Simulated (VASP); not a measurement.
Write the native input for VASP 6.6.1 that does the following.

```
Task                               : single point
Functional                         : r2SCAN50
Potentials or basis                : VASP PAW PBE potentials, release 64 (Ta_pv, Te)
Cutoff                             : 520 eV
k mesh                             : 4 × 4 × 4
Occupations                        : fermi-dirac, width 0.05 eV
Spin                               : no spin polarisation
Dipole correction                  : no
Grid for exact exchange (PRECFOCK) : Normal
Further INCAR settings             : ALGO = Normal; EDIFF = 1e-06; NBANDS = 16
```

TaTe:

```
Ta Te
1.0
     3.42009    0.00000    0.00000
     0.00000    3.42009    0.00000
     0.00000    0.00000    3.42009
Ta Te
1 1
Cartesian
  1.7100 1.7100 1.7100
  0.0000 0.0000 0.0000
```

These files were run (other wordings do the same):

POSCAR

```
TaTe
1.0
    3.4200900000      0.0000000000      0.0000000000
    0.0000000000      3.4200900000      0.0000000000
    0.0000000000      0.0000000000      3.4200900000
Ta Te
1 1
Direct
    0.5000000000      0.5000000000      0.5000000000
    0.0000000000      0.0000000000      0.0000000000
```

INCAR.step1

```
SYSTEM = TaTe
PREC = Accurate
ENCUT = 520
EDIFF = 1E-5
ISMEAR = -1
SIGMA = 0.05
LREAL = .FALSE.
LASPH = .TRUE.
NELM = 80
ALGO = Normal
ISIF = 2
LWAVE = .TRUE.
LCHARG = .FALSE.
NBANDS = 16
GGA = PE
```

INCAR.step2

```
SYSTEM = TaTe
PREC = Accurate
ENCUT = 520
EDIFF = 1E-6
ISMEAR = -1
SIGMA = 0.05
LREAL = .FALSE.
LASPH = .TRUE.
NELM = 80
ALGO = Normal
ISIF = 2
LWAVE = .FALSE.
LCHARG = .FALSE.
METAGGA = R2SCAN
LHFCALC = .TRUE.
AEXX = 0.5
LMIXTAU = .TRUE.
PRECFOCK = Normal
NBANDS = 16
ISTART = 1
```

KPOINTS

```
Automatic mesh
0
G
  4 4 4
  0 0 0
```

Potentials or basis: VASP PAW PBE potentials, release 64 (Ta_pv, Te).

Run with:

```bash
$ cat potpaw_PBE.64/Ta_pv/POTCAR potpaw_PBE.64/Te/POTCAR > POTCAR
$ cp INCAR.step1 INCAR
$ mpirun -np 1 vasp_std > vasp.out
$ cp INCAR.step2 INCAR
$ mpirun -np 1 vasp_std > vasp.out
```

Results of the run:

* Pressure: -10.0 GPa

Caveat: the k points lie up to 0.46 Å⁻¹ apart; the PAW data sets were made with another functional, which shifts forces and pressure a little.

Run time: 5.4 min on 1 thread of Intel(R) Xeon(R) 6975P-C (Granite Rapids) (shared host), peak memory 0.18 GiB.
